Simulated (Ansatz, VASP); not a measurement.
# Y: VASP beside Ansatz

```xyz
4
Lattice="3.6425 0.0000 0.0000 -1.8213 3.1545 0.0000 0.0000 0.0000 11.8441" Properties=species:S:1:pos:R:3 pbc="T T T"
Y     1.8618    1.0514    8.9003
Y     0.0142   -0.0335    5.9764
Y     0.0188    2.1204    2.9934
Y     0.0103   -0.0238   -0.0110
```

Change from the starting cell: atoms moved at random, drawn with an rms of 0.05 Å.

Alike in both runs: task single point; functional PBE; k mesh 8 × 8 × 3; occupations fermi-dirac, width 0.05 eV; no spin polarisation.

|  | VASP | Ansatz |
| --- | --- | --- |
| version | VASP 6.6.1 | Ansatz 0.2.0 |
| potentials or method | VASP PAW PBE potentials, release 64 (Y_sv) | Ansatz PAW |
| plane-wave cutoff (eV) | 520 | 420 |
| valence electrons in the cell | 44 | 44 |

|  | VASP | Ansatz | Ansatz less VASP |
| --- | --- | --- | --- |
| gap on the k mesh at the Fermi level (eV) | none | none | - |
| pressure (GPa) | -1.8 | -1.7 | +0.09 |
| traceless stress, the component that is largest in VASP (GPa) | -0.37 | -0.37 | -0.005 |
| rms of the force components (eV/Å) | 0.047 | 0.048 | +0.0003 |

Atom by atom the forces differ by 0.000 eV/Å (rms over components). A gap of «none» marks a metal or a gap that the smearing closes. With one functional, cell and mesh, what is left measures potentials, basis and numerics.
